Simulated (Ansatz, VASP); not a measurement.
# Te2Mo: VASP beside Ansatz

Contents of INCAR:

```
  PREC = Accurate
  ENCUT = 520
  EDIFF = 1E-7
  ISMEAR = 0
  SIGMA = 0.05
  LREAL = False
  LASPH = True
  NELM = 100
  ALGO = Normal
  ISIF = 2
  LWAVE = False
  LCHARG = False
  LDIPOL = True
  IDIPOL = 3
  DIPOL = 0.5 0.5 0.416
  GGA = PE
  IVDW = 12
  NBANDS = 35
```

The input KPOINTS:

```
regular mesh
0
Gamma
  9 9 1
```

File POSCAR:

```
Te2Mo
1.0
    3.5038816881      0.0000000000      0.0000000000
   -1.7519408440      3.0344505538      0.0000000000
    0.0000000000      0.0000000000     24.7677198395
Te Mo
4 2
Direct
    0.3333333333      0.6666666667      0.1816881017
    0.3333333333      0.6666666667      0.3284056818
    0.6666666667      0.6666666667      0.5032300107
    0.6666666667      0.6666666667      0.6499475908
    0.6666666667      0.3333333333      0.2550468917
    1.0000000000      0.3333333333      0.5765888008
```

Input for Ansatz:

```yaml
crystal:
  lattice:
    - [3.5038816881, 0.0, 0.0]
    - [-1.751940844, 3.0344505538, 0.0]
    - [0.0, 0.0, 24.7677198395]
  atoms:
    - { symbol: Te, position: [0.3333333333, 0.6666666667, 0.1816881017] }
    - { symbol: Mo, position: [0.6666666667, 0.3333333333, 0.2550468917] }
    - { symbol: Te, position: [0.3333333333, 0.6666666667, 0.3284056818] }
    - { symbol: Te, position: [0.6666666667, 0.6666666667, 0.5032300107] }
    - { symbol: Mo, position: [1.0, 0.3333333333, 0.5765888008] }
    - { symbol: Te, position: [0.6666666667, 0.6666666667, 0.6499475908] }
basis:
  ecutwfc: 420
kpoints:
  mp_grid: { grid: [9, 9, 1] }
hamiltonian:
  xc: pbe
  pseudopotentials: { kind: paw, azcp: { folder: soft_1 } }
  dispersion: d3bj
scf:
  occupations: { method: gaussian, width: 0.05 }
output:
  forces: true
  eigenvalues: true
efield:
  axis: 3
  dipole_correction: true
  ramp_width: 0.04
```

Alike in both runs: task single point; functional PBE; dispersion D3(BJ); k mesh 9 × 9 × 1; occupations gaussian, width 0.05 eV; no spin polarisation.

|  | VASP | Ansatz |
| --- | --- | --- |
| version | VASP 6.6.1 | Ansatz 0.2.0 |
| potentials or method | VASP PAW PBE potentials, release 64 (Te, Mo_sv), cutoff 520 eV | scalar-relativistic, plane waves, PAW |
| valence electrons in the cell | 52 | 92 |

Ansatz gave:

```
gap on the k mesh at the Fermi level (eV) : 1.18
least direct gap on the mesh (eV)         : 1.18
rms of the force components (eV/Å)        : 0.034
```

Question: Which values does VASP return?

Answer: gap on the k mesh at the Fermi level (eV): 1.18; least direct gap on the mesh (eV): 1.18; rms of the force components (eV/Å): 0.038.

VASP's potentials hold 52 valence electrons a cell and Ansatz's 92, so a difference there can come from the potentials and not from the codes.

Spin-orbit coupling is off throughout.
